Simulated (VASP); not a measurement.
# NiGe (Pnma) in VASP: single point with LDA

Aim: the single point of NiGe with LDA.

Program: VASP 6.6.1. These are calculated values, not measurements. Logs are shortened: lines on timing, memory, paths and dates and some standing lists are left out, and cuts for length are marked.

### 1 The cell of the first run

The structure is orthorhombic, space group Pnma (No. 62). Conventional cell: a = 5.394 Å, b = 3.484 Å, c = 5.845 Å, α = 90.00°, β = 90.00°, γ = 90.00°. Within 3.1 Å of Ni (site symmetry m) lie 6 Ge at 2.35 to 2.52 Å and 4 Ni at 2.78 to 2.83 Å. Ge (site symmetry m) has 6 Ni at 2.35 to 2.52 Å and 2 Ge at 2.88 Å within 3.1 Å.

### 2 Single point, LDA

INCAR reads:

```
PREC = Accurate ; ENCUT = 600
EDIFF = 1E-6 ; ISMEAR = 1
SIGMA = 0.1 ; LREAL = False
LASPH = True ; NELM = 120
ALGO = Normal ; ISIF = 2
LWAVE = False ; LCHARG = True
LELF = True ; LVHAR = True
NBANDS = 110 ; GGA_COMPAT = False
```

KPOINTS reads:

```
Automatic mesh
0
Gamma
  4 4 4
```

POSCAR reads:

```
NiGe
1.0
    0.0000000000      3.4839932559      5.8446087931
    5.3940674199      0.0000000000      5.8446087931
    5.3940674199      3.4839932559      0.0000000000
Ni Ge
8 8
Direct
    0.2176498260      0.4731652646      0.0323501740
    0.7176498260      0.9731652646      0.5323501740
    0.2823501740      0.0268347354      0.4676498260
    0.7823501740      0.5268347354      0.9676498260
    0.0268347354      0.7823501740      0.2231652646
    0.5268347354      0.2823501740      0.7231652646
    0.4731652646      0.7176498260      0.2768347354
    0.9731652646      0.2176498260      0.7768347354
    0.3235639115      0.7639509276      0.9264360885
    0.8235639115      0.2639509276      0.4264360885
    0.1764360885      0.7360490724      0.5735639115
    0.6764360885      0.2360490724      0.0735639115
    0.2360490724      0.1764360885      0.0139509276
    0.7360490724      0.6764360885      0.5139509276
    0.2639509276      0.3235639115      0.4860490724
    0.7639509276      0.8235639115      0.9860490724
```

Potentials or basis: VASP PAW LDA potentials, release 64 (Ni, Ge_d).

Run with:

```bash
$ cat potpaw_LDA.64/Ni/POTCAR potpaw_LDA.64/Ge_d/POTCAR > POTCAR
$ mpirun -np 1 vasp_std > vasp.out
```

OUTCAR:

```text
PREC = Accurate
   ENCUT = 600
   EDIFF = 1E-6
   ISMEAR = 1
   LREAL = False
   LASPH = True
   NELM = 120
   ISIF = 2

 ion  position               nearest neighbor table
   1  0.218  0.473  0.032-  13 2.35  12 2.41  11 2.41  15 2.47  16 2.47   9 2.52   5 2.78   6 2.78
                             3 2.83   4 2.83
   2  0.718  0.973  0.532-  14 2.35  12 2.41  11 2.41  15 2.47  16 2.47  10 2.52   5 2.78   6 2.78
                             3 2.83   4 2.83
   3  0.282  0.027  0.468-  15 2.35  10 2.41   9 2.41  14 2.47  13 2.47  11 2.52   7 2.78   8 2.78
                             1 2.83   2 2.83
   4  0.782  0.527  0.968-  16 2.35  10 2.41   9 2.41  14 2.47  13 2.47  12 2.52   7 2.78   8 2.78
                             1 2.83   2 2.83
   5  0.027  0.782  0.223-   9 2.35  15 2.41  16 2.41  11 2.47  12 2.47  14 2.52   1 2.78   2 2.78
                             7 2.83   8 2.83
   6  0.527  0.282  0.723-  10 2.35  16 2.41  15 2.41  11 2.47  12 2.47  13 2.52   1 2.78   2 2.78
                             7 2.83   8 2.83
   7  0.473  0.718  0.277-  11 2.35  13 2.41  14 2.41  10 2.47   9 2.47  16 2.52   3 2.78   4 2.78
                             5 2.83   6 2.83
   8  0.973  0.218  0.777-  12 2.35  14 2.41  13 2.41  10 2.47   9 2.47  15 2.52   3 2.78   4 2.78
                             5 2.83   6 2.83
   9  0.324  0.764  0.926-   5 2.35   4 2.41   3 2.41   7 2.47   8 2.47   1 2.52  11 2.88  12 2.88
[... 11 lines left out ...]
  15  0.264  0.324  0.486-   3 2.35   5 2.41   6 2.41   2 2.47   1 2.47   8 2.52  13 2.88  14 2.88

  16  0.764  0.824  0.986-   4 2.35   6 2.41   5 2.41   2 2.47   1 2.47   7 2.52  14 2.88  13 2.88

  LATTYP: Found a face centered orthorhombic cell.
 ALAT       =     6.9679865118
 B/A-ratio  =     1.5482427846
 C/A-ratio  =     1.6775603062

  Lattice vectors:

 A1 = (   5.3940674199,   0.0000000000,  -5.8446087931)
 A2 = (   0.0000000000,   3.4839932559,  -5.8446087931)
 A3 = (   5.3940674199,   3.4839932559,   0.0000000000)

Analysis of symmetry for initial positions (statically):
=====================================================================
 Subroutine PRICEL returns following result:

  LATTYP: Found a simple orthorhombic cell.
 ALAT       =     3.4839932559
 B/A-ratio  =     1.5482427846
 C/A-ratio  =     1.6775603062

  Lattice vectors:

 A1 = (   0.0000000000,  -3.4839932559,   0.0000000000)
 A2 = (   5.3940674199,   0.0000000000,   0.0000000000)
 A3 = (   0.0000000000,   0.0000000000,   5.8446087931)

   2 primitive cells build up your supercell.
[... 145 lines left out ...]
   IBRION =     -1    ionic relax: 0-MD 1-quasi-New 2-CG
   NFREE  =      0    steps in history (QN), initial steepest desc. (CG)
   ISIF   =      2    stress and relaxation
   ISYM   =      2    0-nonsym 1-usesym 2-fastsym
   POTIM  = 0.5000    time-step for ionic-motion
   TEBEG  =    0.0;   TEEND  =   0.0 temperature during run
   PSTRESS=    0.0 pullay stress
   NELECT =     192.0000    total number of electrons
   NUPDOWN=      -1.0000    fix difference up-down
   EMIN   =  10.00;   EMAX   =-10.00  energy-range for DOS
   EFERMI =   0.00;   METHOD = LEGACY
   ISMEAR =     1;   SIGMA  =   0.10  broadening in eV -4-tet -1-fermi 0-gaus
   EFERMI_NEDOS =   21; number of points for ismear=-14 and -15
   IALGO  =     38    algorithm
   IMIX   =      4    mixing-type and parameters
     AMIX     =   0.40;   BMIX     =  1.00
     AMIX_MAG =   1.60;   BMIX_MAG =  1.00
  volume/ion in A,a.u.               =      13.73        92.65
  Fermi-wavevector in a.u.,A,eV,Ry     =   1.565245  2.957883 33.334145  2.449991
  Thomas-Fermi vector in A             =   2.667749
   LORBIT       =      0    0 simple, 1 ext, 2 COOP (PROOUT), +10 PAW based schemes
   GGA     = CA    functional components
   LHFCALC =     F    Hartree Fock is set to
   AEXX    =    0.0000 exact exchange contribution
   IVDW    =     0    specifies the selected vdW correction
   LEPSILON=     F    determine dielectric tensor
   LRPA    =     F    only Hartree local field effects (RPA)
 non-spin polarized calculation
 Methfessel and Paxton  Order N= 1 SIGMA  =   0.10
  energy-cutoff  :      600.00
  volume of cell :      219.67
 maximum number of plane-waves:      7386
   NGX = 27   NGY = 31   NGZ = 25

 number of electron     192.0000000 magnetization

 Free energy of the ion-electron system (eV)
  ---------------------------------------------------
  ext. energy  EPLUGINS =         0.00000000
  ---------------------------------------------------
  free energy    TOTEN  =       -99.91741968 eV

  energy without entropy =      -99.92153619  energy(sigma->0) =      -99.91879185

 E-fermi :   8.2996     XC(G=0): -12.7175

 val. band max:        8.2951416836   @ k =   0.0000   0.2500   0.2500
 cond. band min:       8.3127350776   @ k =  -0.2500   0.2500   0.0000
 fundamental gap:      0.0175933940
 Fermi energy:         8.2996460798

 k-point     1 :       0.0000    0.0000    0.0000
  band No.  band energies     occupation
      1     -16.4255      2.00000
      2     -16.4136      2.00000
      3     -16.4100      2.00000
      4     -16.4100      2.00000
      5     -16.4100      2.00000
      6     -16.4100      2.00000
[... 1987 lines left out ...]
    107      12.6835      0.00000
    108      12.6835      0.00000
 [bands above 108 left out]

------------------------ aborting loop because EDIFF is reached ----------------------------------------

  FORCE on cell =-STRESS in cart. coord.  units (eV):
  Direction    XX          YY          ZZ          XY          YZ          ZX
  --------------------------------------------------------------------------------------
  -------------------------------------------------------------------------------------
  Total      -15.0747780    -14.0698208    -14.3927074      0.0000000      0.0000000      0.0000000
  in kB     -109.9467480   -102.6171690   -104.9721179      0.0000000      0.0000000      0.0000000
  external PRESSURE =    -105.8453450 kB  Pullay stress =       0.0000000 kB

 VOLUME and BASIS-vectors are now :
 -----------------------------------------------------------------------------
  energy-cutoff  :      600.00
  volume of cell :      219.67
      direct lattice vectors                 reciprocal lattice vectors
     0.000000000  3.483993256  5.844608793    -0.092694429  0.143513481  0.085548925
     5.394067420  0.000000000  5.844608793     0.092694429 -0.143513481  0.085548925
     5.394067420  3.483993256  0.000000000     0.092694429  0.143513481 -0.085548925

 POSITION                                       TOTAL-FORCE (eV/Angst)
 -----------------------------------------------------------------------------------
      2.72678      0.87100      4.03754        -0.042494      0.000000      0.056152
      8.12085      4.35499      9.88215        -0.042494      0.000000      0.056152
      2.66728      2.61299      1.80706         0.042494      0.000000     -0.056152
      8.06135      6.09699      7.65167         0.042494      0.000000     -0.056152
      5.42382      0.87100      4.72937        -0.042494      0.000000     -0.056152
      5.42382      4.35499      4.72937        -0.042494      0.000000     -0.056152
[... 8 lines left out ...]
      4.36711      2.61299      3.43379        -0.126754      0.000000     -0.011082
      9.76117      6.09699      9.27840        -0.126754      0.000000     -0.011082
 -----------------------------------------------------------------------------------
    total drift:                                0.000000      0.000000      0.000000

  FREE ENERGIE OF THE ION-ELECTRON SYSTEM (eV)
  ---------------------------------------------------
  free  energy   TOTEN  =       -99.9174196810 eV

  energy  without entropy=      -99.9215361931  energy(sigma->0) =      -99.91879185
```

stdout:

```text
POSCAR found type information on POSCAR NiGe
 POSCAR found :  2 types and      16 ions
 scaLAPACK will be used
 LDA part: xc-table for (Slater(with rela. corr.)+CA(PZ))
 , standard interpolation
 POSCAR, INCAR and KPOINTS ok, starting setup
 FFT: planning ... GRIDC
 FFT: planning ... GRID_SOFT
 FFT: planning ... GRID
 WAVECAR not read
 entering main loop
```

Run time: 35 min. Hardware: 1 thread of Intel Xeon 8259CL, shared host; peak memory 0.57 GiB.

Results:

| Property | Result |
| --- | --- |
| Free energy | -99.9174 eV |
| Pressure | -10.6 GPa |
| Largest force | 0.127 eV/Å |
| Band gap on the k mesh | zero (bands 96 and 97 overlap by 0.54 eV) |

Forces in eV/Å, atoms in the order of the input:
```
Ni  -0.042  0.000  0.056
Ni  -0.042  0.000  0.056
Ni   0.042  0.000 -0.056
Ni   0.042  0.000 -0.056
Ni  -0.042  0.000 -0.056
Ni  -0.042  0.000 -0.056
Ni   0.042  0.000  0.056
Ni   0.042  0.000  0.056
Ge   0.127  0.000 -0.011
Ge   0.127  0.000 -0.011
Ge  -0.127  0.000  0.011
Ge  -0.127  0.000  0.011
Ge   0.127  0.000  0.011
Ge   0.127  0.000  0.011
Ge  -0.127  0.000 -0.011
Ge  -0.127  0.000 -0.011
```

Caveat: the cell stands under tension. Spin polarisation is off, so any magnetic state and its effect on volume and gap are missing.
